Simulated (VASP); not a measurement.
A run of VASP 6.6.1:

The input POSCAR:

```
CoO
1.0
    1.5349960513      0.8862303835      2.4877807593
   -1.5349960513      0.8862303835      2.4877807593
    0.0000000000     -1.7724607669      2.4877807593
Co O
1 1
Direct
    0.0000000000      0.0000000000      0.0000000000
    0.5000000000      0.5000000000      0.5000000000
```

File INCAR.step1:

```
PREC = Accurate
ENCUT = 520
ISMEAR = -1
SIGMA = 0.05
LREAL = False
LASPH = True
NELM = 150
ISPIN = 2
MAGMOM = 2 0
LMAXMIX = 4
NBANDS = 18
GGA = PE
ALGO = Normal
EDIFF = 1E-4
LWAVE = True
LCHARG = False
```

File INCAR.step2:

```
PREC = Accurate
ENCUT = 520
EDIFF = 1E-7
ISMEAR = -1
SIGMA = 0.05
LREAL = False
LASPH = True
NELM = 150
ALGO = Normal
ISIF = 2
LWAVE = False
LCHARG = False
ISPIN = 2
MAGMOM = 2 0
LORBIT = 11
LMAXMIX = 4
METAGGA = R2SCAN
LMIXTAU = True
NBANDS = 18
ISTART = 1
```

Contents of KPOINTS:

```
Automatic mesh
0
Gamma
  11 11 11
```

Potentials or basis: VASP PAW PBE potentials, release 64 (Co, O).

Launch:

```bash
$ cat potpaw_PBE.64/Co/POTCAR potpaw_PBE.64/O/POTCAR > POTCAR
$ cp INCAR.step1 INCAR
$ mpirun -np 1 vasp_std > vasp.out
$ cp INCAR.step2 INCAR
$ mpirun -np 1 vasp_std > vasp.out
```

Hardware: 1 thread of Intel(R) Xeon(R) Platinum 8259CL CPU @ 2.50GHz (Skylake/Cascade Lake), with other jobs on the host.

How long does it take, and how much memory?

Wall time 6.3 min on 1 thread of Intel(R) Xeon(R) Platinum 8259CL CPU @ 2.50GHz (Skylake/Cascade Lake), with other jobs on the host, peak memory 0.22 GiB. Counts: k points 146.
